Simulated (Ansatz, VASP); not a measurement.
One calculation of Lu2NF3, two programs

The input INCAR:

```
PREC     = Accurate       # precision mode
ENCUT    = 520            # plane-wave cutoff, eV
EDIFF    = 1E-7           # SCF threshold, eV
ISMEAR   = 0              # smearing method
SIGMA    = 0.1            # smearing width, eV
LREAL    = False          # projectors in reciprocal space
LASPH    = True           # aspherical terms in the spheres
NELM     = 100            # most SCF steps
ALGO     = Normal         # electronic algorithm
ISIF     = 2              # what is computed and relaxed
LWAVE    = False          # write WAVECAR
LCHARG   = False          # write CHGCAR
GGA      = PE             # functional
NBANDS   = 47             # bands
```

The input KPOINTS:

```
Automatic mesh
0
Gamma
  6 6 4
```

File POSCAR:

```
Lu2NF3
1.0
    4.2450861200      0.0000000000      0.0000000000
   -2.1225430600      3.6763524200      0.0000000000
    0.0000000000      0.0000000000      6.7794917200
Lu N F
2 1 3
Direct
    0.3333333300      0.6666666700      0.2553434100
    0.6666666700      0.3333333300      0.7446565900
    0.0000000000      0.0000000000      0.0000000000
    0.3333333300      0.6666666700      0.6457243600
    0.6666666700      0.3333333300      0.3542756400
    0.0000000000      0.0000000000      0.5000000000
```

Input for Ansatz:

```yaml
crystal:
  lattice:
    - [4.24508612, 0.0, 0.0]
    - [-2.12254306, 3.67635242, 0.0]
    - [0.0, 0.0, 6.77949172]
  atoms:
    - { symbol: Lu, position: [0.33333333, 0.66666667, 0.25534341] }
    - { symbol: Lu, position: [0.66666667, 0.33333333, 0.74465659] }
    - { symbol: "N", position: [0.0, 0.0, 0.0] }
    - { symbol: F, position: [0.33333333, 0.66666667, 0.64572436] }
    - { symbol: F, position: [0.66666667, 0.33333333, 0.35427564] }
    - { symbol: F, position: [0.0, 0.0, 0.5] }
basis:
  ecutwfc: 420
kpoints:
  mp_grid: { grid: [6, 6, 4] }
hamiltonian:
  xc: pbe
scf:
  occupations: { method: gaussian, width: 0.1 }
  lower_state_search: "off"
output:
  forces: true
  stress: true
  eigenvalues: true
```

Change from the starting cell: species swapped into the Li3PrBi2 type (P-3m1, No. 164).

Alike in both runs: task single point; functional PBE; k mesh 6 × 6 × 4; occupations gaussian, width 0.1 eV; no spin polarisation.

```csv
,VASP,Ansatz
version,VASP 6.6.1,Ansatz 0.2.0
potentials or method,"VASP PAW PBE potentials, release 64 (Lu, N, F), cutoff 520 eV","scalar-relativistic, plane waves, PAW"
valence electrons in the cell,76,76
```

|  | VASP | Ansatz | Ansatz less VASP |
| --- | --- | --- | --- |
| gap on the k mesh at the Fermi level (eV) | 0.60 | 0.59 | -0.007 |
| least direct gap on the mesh (eV) | 0.62 | 0.61 | -0.008 |
| pressure (GPa) | -24.3 | -24.3 | +0.03 |
| traceless stress, the component that is largest in VASP (GPa) | 2.31 | 2.34 | +0.031 |
| rms of the force components (eV/Å) | 0.249 | 0.244 | -0.0050 |

Atom by atom the forces differ by 0.005 eV/Å (rms over components). With one functional, cell and mesh, what is left measures potentials, basis and numerics.

Spin-orbit coupling is off throughout.
